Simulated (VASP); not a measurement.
Runs of VASP 6.6.1 on BaS. The structure is that of space group F-43m (No. 216), or close to it. The cells are those of the table. 

```csv
task,cell,k mesh,cutoff (eV),smearing,gap on the mesh (eV),pressure (GPa),relaxed volume (Å³/atom)
single point,"a = 4.975 Å, angles 60.0°, 2 atoms",6 × 6 × 6,520,gaussian 0.02 eV,2.77,0.4,-
relaxation of cell and atoms,"relaxed from a = 4.975 Å, angles 60.0°, 2 atoms",6 × 6 × 6,600,gaussian 0.02 eV,(a),0.0,44.20
single point,"a = 4.975 Å, angles 60.0°, 2 atoms",4 × 4 × 4,520,gaussian 0.1 eV,2.77,0.4,-
relaxation of cell and atoms,"relaxed from a = 4.648 Å, angles 60.0°, 2 atoms",4 × 4 × 4,600,gaussian 0.1 eV,2.75,0.1,44.07
single point,"a = 4.648 Å, angles 60.0°, 2 atoms",6 × 6 × 6,520,gaussian 0.1 eV,(b),9.3,-
```

Alike in all rows: level PBE; potentials or basis VASP PAW PBE potentials, release 64 (Ba_sv, S); no spin polarisation.

Problem. Fill in the values left out.

Solution. (a) 2.74; (b) 3.02.

Caveats: spin-orbit coupling is left out, which moves the levels of the heavy elements; the volume moved by over 15 % at a fixed basis, so the end points are rough (some runs).

A k mesh can miss the band edges, and the runs leave out spin-orbit coupling on Ba.
